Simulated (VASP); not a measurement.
Write the native input for VASP 6.6.1 that does the following.

- Task: single point
- Functional: b88 exchange, pbe correlation
- Potentials or basis: VASP PAW PBE potentials, release 64 (Nb_sv)
- Cutoff: 500 eV
- k mesh: 9 × 9 × 9
- Occupations: fermi-dirac, width 0.1 eV
- Spin: no spin polarisation
- Dipole correction: no
- Further INCAR settings: ALGO = Normal; EDIFF = 1e-06; NBANDS = 12

The structure of Nb lies in POSCAR:

```
Nb
1.0
    0.0000000000      2.1150000000      2.1150000000
    2.1150000000      0.0000000000      2.1150000000
    2.1150000000      2.1150000000      0.0000000000
Nb
1
Direct
    0.0000000000      0.0000000000      0.0000000000
```

This isn't the form of Nb at room conditions, which is bcc.

The input as run:

INCAR

```
SYSTEM = Nb
PREC = Accurate
ENCUT = 500
EDIFF = 1E-6
ISMEAR = -1
SIGMA = 0.1
LREAL = .False.
LASPH = .True.
NELM = 120
ALGO = Normal
ISIF = 2
LWAVE = .False.
LCHARG = .False.
GGA = LIBXC
LIBXC1 = GGA_X_B88
LIBXC2 = GGA_C_PBE
NBANDS = 12
GGA_COMPAT = .False.
```

KPOINTS

```
Automatic mesh
0
Gamma
  9 9 9
  0 0 0
```

Potentials or basis: VASP PAW PBE potentials, release 64 (Nb_sv).

Launch:

```console
$ cat potpaw_PBE.64/Nb_sv/POTCAR > POTCAR
$ mpirun -np 1 vasp_std > vasp.out
```

Results of the run:

| Item | Value |
| --- | --- |
| Pressure | -1.2 GPa |
| Band gap on the k mesh | zero (an odd number of electrons rules out a gap without spin polarisation) |

Caveat: the PAW data sets were made with another functional, which shifts forces and pressure a little.

Wall time 5.9 s on 1 thread of Intel(R) Xeon(R) Platinum 8488C (Sapphire Rapids) (shared host), peak memory 0.14 GiB.
